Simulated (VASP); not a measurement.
Wanted: the native input for a VASP 6.6.1 run.

| Quantity | Value |
| --- | --- |
| Task | single point |
| Functional | r2SCAN |
| Potentials or basis | VASP PAW PBE potentials, release 64 (Cd, Si, P) |
| Cutoff | 550 eV |
| k mesh | 6 × 6 × 6 |
| Occupations | gaussian, width 0.01 eV |
| Spin | no spin polarisation |
| Dipole correction | no |
| Further INCAR settings | ALGO = Normal; EDIFF = 1e-06; NBANDS = 36 |

CdSiP2:

```xyz
8
Lattice="-2.9027 2.9027 5.3449 2.9027 -2.9027 5.3449 2.9027 2.9027 -5.3449" Properties=species:S:1:pos:R:3 pbc="T T T"
Cd    0.0000    2.9027    2.6724
Cd    0.0000    0.0000    0.0000
Si    0.0000    0.0000    5.3449
Si    2.9027    0.0000    2.6724
P     1.1834    1.4513    6.6811
P     1.4513   -1.1834    4.0087
P     1.7193    1.4513    1.3362
P     1.4513    4.0861   -1.3362
```

The input as run:

POSCAR

```
CdSiP2
1.0
   -2.9026900344      2.9026900344      5.3448734125
    2.9026900344     -2.9026900344      5.3448734125
    2.9026900344      2.9026900344     -5.3448734125
Cd Si P
2 2 4
Direct
    0.7500000000      0.2500000000      0.5000000000
    0.0000000000      0.0000000000      0.0000000000
    0.5000000000      0.5000000000      0.0000000000
    0.2500000000      0.7500000000      0.5000000000
    0.8750000000      0.8288409876      0.4538409876
    0.1711590124      0.6250000000      0.0461590124
    0.3750000000      0.4211590124      0.5461590124
    0.5788409876      0.1250000000      0.9538409876
```

INCAR.step1

```
SYSTEM = CdSiP2
ALGO = Normal ; EDIFF = 1E-5
ENCUT = 550 ; GGA = PE
GGA_COMPAT = .False. ; ISMEAR = 0
LASPH = .True. ; LCHARG = .False.
LREAL = .False. ; LWAVE = .True.
NBANDS = 36 ; NELM = 120
PREC = Accurate ; SIGMA = 0.01
```

INCAR.step2

```
SYSTEM = CdSiP2
ALGO = Normal ; EDIFF = 1E-6
ENCUT = 550 ; GGA_COMPAT = .False.
ISIF = 2 ; ISMEAR = 0
ISTART = 1 ; LASPH = .True.
LCHARG = .False. ; LMIXTAU = .True.
LREAL = .False. ; LWAVE = .False.
METAGGA = R2SCAN ; NBANDS = 36
NELM = 120 ; PREC = Accurate
SIGMA = 0.01
```

KPOINTS

```
k-points
0
Gamma
  6 6 6
  0 0 0
```

Potentials or basis: VASP PAW PBE potentials, release 64 (Cd, Si, P).

Command:

```console
$ cat potpaw_PBE.64/Cd/POTCAR potpaw_PBE.64/Si/POTCAR potpaw_PBE.64/P/POTCAR > POTCAR
$ cp INCAR.step1 INCAR
$ mpirun -np 1 vasp_std > vasp.out
$ cp INCAR.step2 INCAR
$ mpirun -np 1 vasp_std > vasp.out
```

Results of the run:

```
Pressure               : -4.4 GPa
Largest force          : 0.142 eV/Å
Band gap on the k mesh : 1.71 eV
```

Caveat: the cell stands under tension; the PAW data sets were made with another functional, which shifts forces and pressure a little.

Run time: 12 min on 1 thread of AMD EPYC 9R45 96-Core Processor (Zen 5), with other jobs on the host, peak memory 0.5 GiB.
